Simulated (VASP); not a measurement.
# CuO (Cc) in VASP: single point with r2SCAN+U

Aim: the single point of CuO with r2SCAN+U.

Everything below comes from runs of VASP 6.6.1. Logs are shortened: lines on timing, memory, paths and dates and some standing lists are left out, and cuts for length are marked.

## (1) The cell of the first run

Symmetry: Cc, No. 9, monoclinic system. Conventional cell: a = 4.689 Å, b = 3.427 Å, c = 5.132 Å, α = 90.00°, β = 99.65°, γ = 90.00°. Cu (site symmetry 1) has 4 O at 1.91 to 2.02 Å within 2.5 Å. Within 2.5 Å of O (site symmetry 1) lie 4 Cu at 1.91 to 2.02 Å.

## (2) Single point, r2SCAN+U, collinear spin, antiferromagnetic start

POSCAR reads:

```
CuO
1.0
    2.3446497600     -1.7133998200      0.0000000000
    2.3446497600      1.7133998200      0.0000000000
   -0.8605499100      0.0000000000      5.0594394800
Cu O
2 2
Direct
    0.0032000000      0.4968000000      0.0000000000
    0.4968000000      0.0032000000      0.5000000000
    0.5714000000      0.4056000000      0.2537000000
    0.4056000000      0.5714000000      0.7537000000
```

INCAR.step1 reads:

```
ALGO     = Normal         # electronic algorithm
EDIFF    = 1E-4           # SCF threshold, eV
ENCUT    = 520            # plane-wave cutoff, eV
GGA      = PE             # functional
ISMEAR   = 0              # smearing method
ISPIN    = 2              # spin polarisation
LASPH    = T              # aspherical terms in the spheres
LCHARG   = F              # write CHGCAR
LDAU     = T              # DFT+U
LDAUJ    = 0 0          
LDAUL    = 2 -1           # shell
LDAUTYPE = 2            
LDAUU    = 2.5 0          # U, eV
LMAXMIX  = 4              # l up to which the mixer works
LREAL    = F              # projectors in reciprocal space
LWAVE    = T              # write WAVECAR
MAGMOM   = 1 -1 0 0       # initial moments
NBANDS   = 29             # bands
NELM     = 150            # most SCF steps
PREC     = Accurate       # precision mode
SIGMA    = 0.05           # smearing width, eV
```

INCAR.step2 reads:

```
ALGO     = Normal         # electronic algorithm
EDIFF    = 1E-6           # SCF threshold, eV
ENCUT    = 520            # plane-wave cutoff, eV
ISIF     = 2              # what is computed and relaxed
ISMEAR   = 0              # smearing method
ISPIN    = 2              # spin polarisation
ISTART   = 1            
LASPH    = T              # aspherical terms in the spheres
LCHARG   = F              # write CHGCAR
LDAU     = T              # DFT+U
LDAUJ    = 0 0          
LDAUL    = 2 -1           # shell
LDAUPRINT= 1            
LDAUTYPE = 2            
LDAUU    = 2.5 0          # U, eV
LMAXMIX  = 4              # l up to which the mixer works
LMIXTAU  = T            
LORBIT   = 11             # projections on sites
LREAL    = F              # projectors in reciprocal space
LWAVE    = F              # write WAVECAR
MAGMOM   = 1 -1 0 0       # initial moments
METAGGA  = R2SCAN         # meta-GGA
NBANDS   = 29             # bands
NELM     = 150            # most SCF steps
PREC     = Accurate       # precision mode
SIGMA    = 0.05           # smearing width, eV
```

KPOINTS reads:

```
k-points
0
Gamma
  7 7 4
```

Potentials or basis: VASP PAW PBE potentials, release 64 (Cu, O).

Command:

```console
> cat potpaw_PBE.64/Cu/POTCAR potpaw_PBE.64/O/POTCAR > POTCAR
> cp INCAR.step1 INCAR
> mpirun -np 1 vasp_std > vasp.out
> cp INCAR.step2 INCAR
> mpirun -np 1 vasp_std > vasp.out
```

OUTCAR:

```text
EDIFF = 1E-6
   ENCUT = 520
   ISIF = 2
   ISMEAR = 0
   ISPIN = 2
   ISTART = 1
   LASPH = T
   LORBIT = 11
   LREAL = F
   METAGGA = R2SCAN
   NELM = 150
   PREC = Accurate

 ion  position               nearest neighbor table
   1  0.003  0.497  0.000-   4 1.91   3 1.93   4 1.98   3 2.02
   2  0.497  0.003  0.500-   3 1.91   4 1.93   3 1.98   4 2.02
   3  0.571  0.406  0.254-   2 1.91   1 1.93   2 1.98   1 2.02
   4  0.406  0.571  0.754-   1 1.91   2 1.93   1 1.98   2 2.02

  LATTYP: Found a base centered monoclinic cell.
 ALAT       =     4.6892995200
 B/A-ratio  =     0.7307700490
 C/A-ratio  =     1.0944283419
 COS(beta)  =    -0.1676798045

  Lattice vectors:

 A1 = (   2.3446497600,  -1.7133998200,   0.0000000000)
 A2 = (   2.3446497600,   1.7133998200,   0.0000000000)
 A3 = (  -0.8605499100,   0.0000000000,   5.0594394800)

Analysis of symmetry for initial positions (statically):
=====================================================================
 Subroutine PRICEL returns:
 Original cell was already a primitive cell.

 Routine SETGRP: Setting up the symmetry group for a
 base centered monoclinic supercell.

 Subroutine GETGRP returns: Found  2 space group operations
 (whereof  1 operations were pure point group operations)
 out of a pool of  4 trial point group operations.

The static configuration has the point symmetry C_1 .
 The point group associated with its full space group is C_1h.

Analysis of symmetry for dynamics (positions and initial velocities):
=====================================================================
 Subroutine PRICEL returns:
 Original cell was already a primitive cell.

 Routine SETGRP: Setting up the symmetry group for a
 base centered monoclinic supercell.

 Subroutine GETGRP returns: Found  2 space group operations
 (whereof  1 operations were pure point group operations)
[... 223 lines left out ...]
  o =  0.9499  v = -0.8526 -0.1996 -0.4209  0.2150 -0.0990  0.0000  0.0000  0.0000  0.0000  0.0000      0.0000  0.0000  0.0000  0.0000  0.0000  0.0000  0.0000  0.0000  0.0000  0.0000
  o =  0.9548  v =  0.0000  0.0000  0.0000  0.0000  0.0000  0.8548  0.1703  0.4405 -0.1940  0.0927      0.0000  0.0000  0.0000  0.0000  0.0000  0.0000  0.0000  0.0000  0.0000  0.0000
  o =  0.9690  v =  0.0000  0.0000  0.0000  0.0000  0.0000  0.0645  0.1721 -0.1943 -0.4204 -0.8670      0.0000  0.0000  0.0000  0.0000  0.0000  0.0000  0.0000  0.0000  0.0000  0.0000
  o =  0.9701  v =  0.0000  0.0000  0.0000  0.0000  0.0000  0.1293 -0.7818  0.2945  0.3661 -0.3890      0.0000  0.0000  0.0000  0.0000  0.0000  0.0000  0.0000  0.0000  0.0000  0.0000
  o =  0.9703  v = -0.0710  0.6434 -0.3727 -0.5708 -0.3410  0.0000  0.0000  0.0000  0.0000  0.0000      0.0000  0.0000  0.0000  0.0000  0.0000  0.0000  0.0000  0.0000  0.0000  0.0000
  o =  0.9711  v = -0.1744  0.4231 -0.0542  0.0037  0.8875  0.0000  0.0000  0.0000  0.0000  0.0000      0.0000  0.0000  0.0000  0.0000  0.0000  0.0000  0.0000  0.0000  0.0000  0.0000
  o =  0.9769  v =  0.0000  0.0000  0.0000  0.0000  0.0000 -0.4856  0.2355  0.8254 -0.1153 -0.1184      0.0000  0.0000  0.0000  0.0000  0.0000  0.0000  0.0000  0.0000  0.0000  0.0000
  o =  0.9786  v =  0.4791 -0.2122 -0.8252  0.1539  0.1443  0.0000  0.0000  0.0000  0.0000  0.0000      0.0000  0.0000  0.0000  0.0000  0.0000  0.0000  0.0000  0.0000  0.0000  0.0000
  o =  1.0157  v =  0.0000  0.0000  0.0000  0.0000  0.0000  0.1122  0.5242 -0.0110  0.7989 -0.2725      0.0000  0.0000  0.0000  0.0000  0.0000  0.0000  0.0000  0.0000  0.0000  0.0000

 number of electron      33.9999999 magnetization       0.0000000

 Free energy of the ion-electron system (eV)
  ---------------------------------------------------
  ext. energy  EPLUGINS =         0.00000000
  ---------------------------------------------------
  free energy    TOTEN  =       -35.23656882 eV

  energy without entropy =      -35.23656882  energy(sigma->0) =      -35.23656882

 E-fermi :   5.2467     XC(G=0): -12.5802

 val. band max:        4.9313981635   @ k =   0.0000   0.0000   0.0000
 cond. band min:       5.9555119353   @ k =   0.2857   0.1429   0.5000
 fundamental gap:      1.0241137718
 Fermi energy:         5.2466564847

 spin component 1

 k-point     1 :       0.0000    0.0000    0.0000
  band No.  band energies     occupation
      1     -15.2988      1.00000
      2     -13.9786      1.00000
      3      -2.9834      1.00000
      4      -1.6093      1.00000
      5       0.0383      1.00000
      6       0.6082      1.00000
[... 1529 lines left out ...]
     28      24.3178      0.00000
     29      26.3522      0.00000

 [... further k-points ...]
[... 5 lines left out ...]
  --------------------------------------------------------------------------------------
  -------------------------------------------------------------------------------------
  Total       -0.5257593     -0.2060839     -0.2015247      0.0000000      0.0000000     -0.0817169
  in kB      -20.7218469     -8.1224220     -7.9427293      0.0000000      0.0000000     -3.2207232
  external PRESSURE =     -12.2623328 kB  Pullay stress =       0.0000000 kB

 VOLUME and BASIS-vectors are now :
 -----------------------------------------------------------------------------
  energy-cutoff  :      520.00
  volume of cell :       40.65
      direct lattice vectors                 reciprocal lattice vectors
     2.344649760 -1.713399820  0.000000000     0.213251467 -0.291817470  0.036271514
     2.344649760  1.713399820  0.000000000     0.213251467  0.291817470  0.036271514
    -0.860549910  0.000000000  5.059439480     0.000000000  0.000000000  0.197650353

 POSITION                                       TOTAL-FORCE (eV/Angst)
 -----------------------------------------------------------------------------------
      1.17232      0.84573      0.00000        -0.654748      0.300109      0.289358
      0.74205     -0.84573      2.52972        -0.654748     -0.300109      0.289358
      2.07240     -0.28408      1.28358         0.654748      0.115953     -0.289358
      1.64213      0.28408      3.81330         0.654748     -0.115953     -0.289358
 -----------------------------------------------------------------------------------
    total drift:                               -0.012948      0.000000     -0.004875

  FREE ENERGIE OF THE ION-ELECTRON SYSTEM (eV)
  ---------------------------------------------------
  free  energy   TOTEN  =       -35.2365688230 eV

  energy  without entropy=      -35.2365688230  energy(sigma->0) =      -35.23656882

 total charge

# of ion       s       p       d       tot
------------------------------------------
    1        0.380   0.404   9.116   9.901
    2        0.380   0.404   9.116   9.901
    3        1.565   3.464   0.000   5.029
    4        1.565   3.464   0.000   5.029
--------------------------------------------------
tot          3.890   7.737  18.233  29.860

 magnetization (x)

# of ion       s       p       d       tot
------------------------------------------
    1       -0.009  -0.008   0.638   0.621
    2        0.009   0.008  -0.638  -0.621
    3       -0.000  -0.004   0.000  -0.005
    4        0.000   0.004   0.000   0.005
--------------------------------------------------
tot          0.000   0.000   0.000   0.000
```

OSZICAR.step1:

```text
N       E                     dE             d eps       ncg     rms          rms(c)
DAV:   1     0.297113073530E+03    0.29711E+03   -0.16041E+04  7814   0.188E+03
DAV:   2     0.154101447698E+02   -0.28170E+03   -0.25345E+03  7053   0.373E+02
DAV:   3    -0.215539427098E+02   -0.36964E+02   -0.34552E+02  7914   0.140E+02
DAV:   4    -0.226673650154E+02   -0.11134E+01   -0.11082E+01  8315   0.268E+01
DAV:   5    -0.226868710176E+02   -0.19506E-01   -0.19505E-01  8064   0.341E+00    0.167E+01
DAV:   6    -0.187731787760E+02    0.39137E+01   -0.22160E+01  9911   0.129E+02    0.108E+01
DAV:   7    -0.178747786241E+02    0.89840E+00   -0.55243E+00  8790   0.797E+01    0.265E+00
DAV:   8    -0.179821898951E+02   -0.10741E+00   -0.10361E+00 10664   0.104E+01    0.195E+00
DAV:   9    -0.179545503715E+02    0.27640E-01   -0.43662E-02 10395   0.113E+01    0.112E+00
DAV:  10    -0.179599179601E+02   -0.53676E-02   -0.23103E-02 10799   0.277E+00    0.430E-01
DAV:  11    -0.179596074011E+02    0.31056E-03   -0.33831E-03 10780   0.203E+00    0.125E-01
DAV:  12    -0.179598321629E+02   -0.22476E-03   -0.13975E-03 10741   0.655E-01    0.432E-02
DAV:  13    -0.179598374488E+02   -0.52859E-05   -0.50607E-05  4005   0.119E-01
   1 F= -.17959837E+02 E0= -.17959837E+02  d E =-.135689E-05  mag=    -0.0000
```

Wall time 3.2 min (1 thread of Intel Xeon 6975P-C (Granite Rapids), shared host); peak memory 0.25 GiB.

Results:

- Free energy: -35.2366 eV
- Pressure: -1.2 GPa
- Largest force: 0.776 eV/Å
- Band gap on the k mesh: 1.02 eV, indirect (least direct gap 1.25 eV)
- Net moment: 0.00 μB per cell
- Site moments: Cu +0.62, -0.62; O -0.01, +0.01 μB
- Valence electrons inside the program's atomic spheres: Cu 9.90; O 5.03

Forces in eV/Å, atoms in the order of the input:
```
Cu  -0.655  0.300  0.289
Cu  -0.655 -0.300  0.289
O    0.655  0.116 -0.289
O    0.655 -0.116 -0.289
```

Stress tensor (GPa, compression positive):
```
-2.07  0.00 -0.32
 0.00 -0.81  0.00
-0.32  0.00 -0.79
```

Eigenvalues of the final occupation matrices:
| site | spin | trace | eigenvalues |
| --- | --- | --- | --- |
| site 1 d | 1 | 4.89 | 0.95 0.97 0.97 0.98 1.02 |
| site 1 d | 2 | 4.25 | 0.38 0.95 0.97 0.97 0.98 |
| site 2 d | 1 | 4.25 | 0.38 0.95 0.97 0.97 0.98 |
| site 2 d | 2 | 4.89 | 0.95 0.97 0.97 0.98 1.02 |

Caveat: the PAW data sets were made with another functional, which shifts forces and pressure a little. A k mesh can miss the band edges.
